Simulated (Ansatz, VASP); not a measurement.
# Al3GaN4: VASP beside Ansatz

INCAR

```
PREC = Accurate
ENCUT = 520
EDIFF = 1E-7
ISMEAR = 0
SIGMA = 0.05
LREAL = False
LASPH = True
NELM = 80
ALGO = Normal
ISIF = 2
LWAVE = False
LCHARG = True
GGA = PS
LELF = True
LVHAR = True
NBANDS = 31
```

The input KPOINTS:

```
Automatic mesh
0
Gamma
  6 6 6
```

POSCAR

```
Al3GaN4
1.0
    4.4071184415      0.0808706234      0.0808706234
    0.0808706234      4.4071184415      0.0808706234
    0.0808706234      0.0808706234      4.4071184415
Al Ga N
3 1 4
Direct
    0.5000000000      0.5000000000      0.0000000000
    0.5000000000      0.0000000000      0.5000000000
    0.0000000000      0.5000000000      0.5000000000
    0.0000000000      0.0000000000      0.0000000000
    0.7447140287      0.7447140287      0.2552859713
    0.7447140287      0.2552859713      0.7447140287
    0.2552859713      0.7447140287      0.7447140287
    0.2552859713      0.2552859713      0.2552859713
```

Input for Ansatz:

```yaml
crystal:
  lattice:
    - [4.4071184415, 0.0808706234, 0.0808706234]
    - [0.0808706234, 4.4071184415, 0.0808706234]
    - [0.0808706234, 0.0808706234, 4.4071184415]
  atoms:
    - { symbol: Al, position: [0.5, 0.5, 0.0] }
    - { symbol: Al, position: [0.5, 0.0, 0.5] }
    - { symbol: Al, position: [0.0, 0.5, 0.5] }
    - { symbol: Ga, position: [0.0, 0.0, 0.0] }
    - { symbol: "N", position: [0.7447140287, 0.7447140287, 0.2552859713] }
    - { symbol: "N", position: [0.7447140287, 0.2552859713, 0.7447140287] }
    - { symbol: "N", position: [0.2552859713, 0.7447140287, 0.7447140287] }
    - { symbol: "N", position: [0.2552859713, 0.2552859713, 0.2552859713] }
basis:
  ecutwfc: 520.0
kpoints:
  mp_grid: { grid: [6, 6, 6] }
hamiltonian:
  xc: pbesol
scf:
  occupations: { method: gaussian, width: 0.05 }
output:
  forces: true
  stress: true
  eigenvalues: true
```

Change from the starting cell: equal engineering shear yz, xz and xy +0.0367, equal normal strain along x, y and z +0.0000.

Alike in both runs: task single point; functional PBEsol; k mesh 6 × 6 × 6; occupations gaussian, width 0.05 eV; no spin polarisation.

|  | VASP | Ansatz |
| --- | --- | --- |
| version | VASP 6.6.1 | Ansatz 0.2.0 |
| potentials or method | VASP PAW PBE potentials, release 64 (Al, Ga_d, N), cutoff 520 eV | scalar-relativistic, plane waves, PAW |
| valence electrons in the cell | 42 | 42 |

Ansatz gave:

* gap on the k mesh at the Fermi level (eV): 3.10
* least direct gap on the mesh (eV): 3.10
* pressure (GPa): 1.0
* traceless stress, the component that is largest in VASP (GPa): -7.43
* rms of the force components (eV/Å): 0.251

Q: Which values does VASP return?

A: gap on the k mesh at the Fermi level (eV): 3.10; least direct gap on the mesh (eV): 3.10; pressure (GPa): 0.9; traceless stress, the component that is largest in VASP (GPa): -7.50; rms of the force components (eV/Å): 0.253.

VASP's potentials were made for PBE, not for PBEsol. Atom by atom the forces differ by 0.006 eV/Å (rms over components). The functional is the same, so the differences come from potentials, cutoffs and numerics.
